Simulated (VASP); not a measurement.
Input of a VASP 6.6.1 run:

POSCAR

```
Al2O3
1.0
    2.3793614130      1.3737249523      4.2449621088
   -2.3793614130      1.3737249523      4.2449621088
    0.0000000000     -2.7474499046      4.2449621088
Al O
4 6
Direct
    0.8525409847      0.8525409847      0.8525409847
    0.3525409847      0.3525409847      0.3525409847
    0.1474590153      0.1474590153      0.1474590153
    0.6474590153      0.6474590153      0.6474590153
    0.4439801171      0.0560198829      0.7500000000
    0.0560198829      0.7500000000      0.4439801171
    0.5560198829      0.9439801171      0.2500000000
    0.2500000000      0.5560198829      0.9439801171
    0.9439801171      0.2500000000      0.5560198829
    0.7500000000      0.4439801171      0.0560198829
```

Contents of INCAR.step1:

```
PREC = Accurate
ENCUT = 520
ISMEAR = 0
SIGMA = 0.01
LREAL = False
LASPH = True
NELM = 80
NBANDS = 35
GGA = PE
ALGO = Normal
EDIFF = 1E-4
LWAVE = True
LCHARG = False
```

Contents of INCAR.step2:

```
PREC = Accurate
ENCUT = 520
EDIFF = 1E-6
ISMEAR = 0
SIGMA = 0.01
LREAL = False
LASPH = True
NELM = 80
ALGO = Normal
ISIF = 2
LWAVE = False
LCHARG = False
METAGGA = R2SCAN
LMIXTAU = True
NBANDS = 35
ISTART = 1
```

The input KPOINTS:

```
Automatic mesh
0
Gamma
  6 6 6
```

Potentials or basis: VASP PAW PBE potentials, release 64 (Al, O).

Launch:

```bash
$ cat potpaw_PBE.64/Al/POTCAR potpaw_PBE.64/O/POTCAR > POTCAR
$ cp INCAR.step1 INCAR
$ mpirun -np 1 vasp_std > vasp.out
$ cp INCAR.step2 INCAR
$ mpirun -np 1 vasp_std > vasp.out
```

Question: Estimate the largest force.

Answer: 0.018 eV/Å.

Question: Predict the band gap on the k mesh.

Answer: 7.23 eV.

Stress tensor (GPa, compression positive):
```
2.18 0.00 0.00
0.00 2.18 0.00
0.00 0.00 9.91
```

Caveat: the cell differs from its parent crystal (uniaxial z strain -2.0%); the cell stands under pressure; the PAW data sets were made with another functional, which shifts forces and pressure a little. A k mesh can miss the band edges.
